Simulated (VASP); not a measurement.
**BiS: single point with PBE**

The system is BiS.

```
Bi S
1.0
     4.25315    0.00000    0.00000
    -2.12658    3.68334    0.00000
     0.00000    0.00000    6.93770
Bi S
2 2
Direct
  0.00000 0.00000 0.00000
  0.00000 0.00000 0.50000
  0.33333 0.66667 0.25000
  0.66667 0.33333 0.75000
```

```json
{
  "Program": "VASP 6.6.1",
  "Task": "single point",
  "Functional": "PBE",
  "Potentials or basis": "VASP PAW PBE potentials, release 64 (Bi_d, S)",
  "Cutoff": "520 eV",
  "k mesh": "10 × 10 × 6",
  "Occupations": "gaussian, width 0.05 eV",
  "Spin": "no spin polarisation",
  "Dipole correction": "no",
  "k mesh for the DOS": "15 × 15 × 9",
  "Occupations for the DOS": "tetrahedron",
  "Further INCAR settings": "ALGO = Normal; EDIFF = 1e-06; NBANDS = 29"
}
```

```yaml
Valence_electrons_inside_the_program's_atomic_spheres: Bi 12.61; S 3.63
```

Levels at points of the mesh, in eV from the Fermi level:
```
           k point  band 17  band 18  band 19  band 20  band 21  band 22  band 23  band 24  band 25  band 26
(0.00, 0.00, 0.00)    -3.27    -2.93    -2.93    -2.31    -1.77     0.95     0.95     0.96     0.96     3.83
```

Run time: 2.3 min on 1 thread of Intel(R) Xeon(R) 6975P-C (Granite Rapids) (shared host), peak memory 0.46 GiB.

Caveat: spin-orbit coupling is left out, which moves the levels of the heavy elements.
